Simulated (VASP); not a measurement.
**PbO: single point with PBE**

Crystal: PbO.

```
CELL_PARAMETERS angstrom
4.06046 0.00000 0.00000
0.00000 4.06046 0.00000
0.00000 0.00000 5.48747
ATOMIC_POSITIONS crystal
Pb 0.00000 0.50000 0.21624
Pb 0.50000 0.00000 0.78376
O 0.00000 0.00000 0.00000
O 0.50000 0.50000 0.00000
```

| Property | Result |
| --- | --- |
| Program | VASP 6.6.1 |
| Task | single point |
| Functional | PBE |
| Potentials or basis | VASP PAW PBE potentials, release 64 (Pb_d, O) |
| Cutoff | 600 eV |
| k mesh | 4 × 4 × 4 |
| Occupations | gaussian, width 0.1 eV |
| Spin | no spin polarisation |

```yaml
Pressure: 0.1 GPa
Largest_force: 0.040 eV/Å
Band_gap_on_the_k_mesh: 1.73 eV, indirect (least direct gap 1.95 eV)
```

Forces in eV/Å, atoms in the order of the input:
```
Pb   0.000  0.000  0.040
Pb   0.000  0.000 -0.040
O    0.000  0.000  0.000
O    0.000  0.000  0.000
```

Stress tensor (GPa, compression positive):
```
0.07 0.00 0.00
0.00 0.07 0.00
0.00 0.00 0.26
```

Levels at points of the mesh, in eV from the valence-band top:
| k point | band 16 | band 17 | band 18 | band 19 | band 20 | band 21 | band 22 | band 23 | band 24 | band 25 |
| --- | --- | --- | --- | --- | --- | --- | --- | --- | --- | --- |
| (0.00, 0.00, 0.00) | -3.89 | -1.46 | -1.46 | -1.46 | 0.00 | 1.95 | 4.63 | 5.91 | 5.91 | 6.11 |
| (0.50, 0.00, 0.00) | -2.90 | -2.72 | -2.72 | -1.32 | -1.32 | 3.18 | 3.18 | 5.81 | 5.81 | 6.64 |
| (0.50, 0.50, 0.00) | -3.12 | -1.55 | -1.55 | -0.85 | -0.85 | 1.73 | 1.73 | 5.25 | 5.25 | 6.98 |
| (0.00, 0.00, 0.50) | -3.81 | -1.48 | -1.47 | -1.47 | -0.73 | 1.81 | 4.28 | 4.46 | 4.46 | 7.98 |
| (0.50, 0.00, 0.50) | -3.21 | -2.70 | -2.70 | -0.87 | -0.87 | 2.92 | 2.92 | 6.42 | 6.42 | 6.56 |
| (0.50, 0.50, 0.50) | -3.35 | -1.87 | -1.87 | -0.85 | -0.85 | 3.71 | 3.71 | 4.10 | 4.10 | 5.56 |

Run time: 66 s on 1 thread of Intel Xeon 8259CL, with other jobs on the host, peak memory 0.23 GiB.

Caveat: spin-orbit coupling is left out, which moves the levels of the heavy elements. A k mesh can miss the band edges.
